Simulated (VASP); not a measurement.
Set up this calculation in VASP 6.6.1, as the native input.

```yaml
Task: single point
Functional: PBE
Potentials_or_basis: VASP PAW PBE potentials, release 64 (Na_pv, La, Mn_pv, Mo_sv, O)
Cutoff: 520 eV
k_mesh: 8 × 8 × 8
Occupations: fermi-dirac, width 0.05 eV
Spin: collinear spin, ferromagnetic start
Starting_moments: "[0.0, 0.0, 4.0, 1.0, 0.0, 0.0, 0.0, 0.0, 0.0, 0.0] μB"
Dipole_correction: no
Further_INCAR_settings: ALGO = Normal; EDIFF = 1e-07; NBANDS = 56
```

The structure of NaLaMnMoO6 lies in POSCAR:

```
NaLaMnMoO6
1.0
    0.0000000000      3.8625900000      3.8625900000
    3.8625900000      0.0000000000      3.8625900000
    3.8625900000      3.8625900000      0.0000000000
Na La Mn Mo O
1 1 1 1 6
Direct
    0.2500000000      0.2500000000      0.2500000000
    0.7500000000      0.7500000000      0.7500000000
    0.5000000000      0.5000000000      0.5000000000
    0.0000000000      0.0000000000      0.0000000000
    0.7466200000      0.2533800000      0.2533800000
    0.2533800000      0.2533800000      0.7466200000
    0.2533800000      0.7466200000      0.2533800000
    0.7466200000      0.2533800000      0.7466200000
    0.7466200000      0.7466200000      0.2533800000
    0.2533800000      0.7466200000      0.7466200000
```

The input as run:

INCAR

```
PREC = Accurate
ENCUT = 520
EDIFF = 1E-7
ISMEAR = -1
SIGMA = 0.05
LREAL = False
LASPH = True
NELM = 150
ALGO = Normal
ISIF = 2
LWAVE = False
LCHARG = False
ISPIN = 2
MAGMOM = 0 0 4 1 0 0 0 0 0 0
LORBIT = 11
LMAXMIX = 6
GGA = PE
NBANDS = 56
```

KPOINTS

```
Automatic mesh
0
Gamma
  8 8 8
```

Potentials or basis: VASP PAW PBE potentials, release 64 (Na_pv, La, Mn_pv, Mo_sv, O).

Launch:

```console
$ cat potpaw_PBE.64/Na_pv/POTCAR potpaw_PBE.64/La/POTCAR potpaw_PBE.64/Mn_pv/POTCAR potpaw_PBE.64/Mo_sv/POTCAR potpaw_PBE.64/O/POTCAR > POTCAR
$ mpirun -np 1 vasp_std > vasp.out
```

It gave:

The pressure is 0.2 GPa, the largest force is 0.051 eV/Å and the net moment is -1.15 μB per cell. The site moments are Na -0.00; La +0.03; Mn -1.93; Mo +0.77; O -0.01 μB and the valence electrons inside the program's atomic spheres are Na 6.01; La 8.39; Mn 11.78; Mo 12.39; O 5.04.

Caveat: a cell with one magnetic atom can't hold antiferromagnetic order, which such compounds often take.

It took 25 min on 1 thread of Intel Xeon 8259CL, with other jobs on the host, peak memory 0.54 GiB.
